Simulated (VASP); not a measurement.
Runs of VASP 6.6.1 on ScH3. The structure is that of space group Fm-3m (No. 225), or close to it. The cells are those of the table. 

```csv
cell,gap on the mesh (eV),pressure (GPa)
"a = 3.619 Å, angles 60.0°, 4 atoms",none,(a)
"a = 3.328 Å, angles 60.0°, 4 atoms",none,(b)
"a = 3.494 Å, angles 60.0°, 4 atoms",none,-13.2
"a = 3.374 Å, angles 60.0°, 4 atoms",none,-4.4
"a = 3.748 Å, angles 60.0°, 4 atoms",none,-22.0
"a = 3.371 Å, angles 60.0°, 4 atoms",none,-4.1
"a = 3.329 Å, angles 60.0°, 4 atoms",none,0.1
```

Alike in all rows: task single point; level PBEsol; potentials or basis VASP PAW PBE potentials, release 64 (Sc_sv, H); no spin polarisation; k mesh 10 × 10 × 10; cutoff (eV) 520; smearing gaussian 0.05 eV.

Task: Fill in the values left out.

Result: (a) -18.8; (b) 0.2.

Caveats: the PAW data sets were made with another functional, which shifts forces and pressure a little.

A gap of «none» marks levels without a gap at the run's occupations.
